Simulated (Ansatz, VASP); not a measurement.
# Al2O3 in VASP and in Ansatz

```
Al O
1.0
     4.52369    0.00000    0.00000
     0.00000    9.31540    0.00000
     0.00000    0.00000    2.78365
Al O
4 6
Direct
  0.43174 0.32956 0.50000
  0.56826 0.67044 0.50000
  0.93174 0.17044 0.00000
  0.06826 0.82956 0.00000
  0.75455 0.22696 0.50000
  0.00000 0.00000 0.00000
  0.74545 0.72696 0.00000
  0.25455 0.27304 0.00000
  0.24545 0.77304 0.50000
  0.50000 0.50000 0.50000
```

Change from the starting cell: strain -0.040 along x and y, -0.080 along z, atoms carried along.

Alike in both runs: task single point; functional PBE; k mesh 6 × 4 × 8; occupations gaussian, width 0.05 eV; no spin polarisation.

|  | VASP | Ansatz |
| --- | --- | --- |
| version | VASP 6.6.1 | Ansatz 0.2.0 |
| potentials or method | VASP PAW PBE potentials, release 64 (Al, O), cutoff 520 eV | scalar-relativistic, plane waves, PAW |
| valence electrons in the cell | 48 | 48 |

Ansatz gave:

| Quantity | Value |
| --- | --- |
| gap on the k mesh at the Fermi level (eV) | 4.01 |
| least direct gap on the mesh (eV) | 4.01 |
| pressure (GPa) | 32.6 |
| traceless stress, the component that is largest in VASP (GPa) | 10.26 |
| rms of the force components (eV/Å) | 0.509 |

**Question.** What did VASP give for the same quantities?

**Answer.** gap on the k mesh at the Fermi level (eV): 4.01; least direct gap on the mesh (eV): 4.01; pressure (GPa): 33.0; traceless stress, the component that is largest in VASP (GPa): 10.27; rms of the force components (eV/Å): 0.522.

Atom by atom the forces differ by 0.021 eV/Å (rms over components). Both programs put the cell under a high pressure, so it lies far from rest at this level.
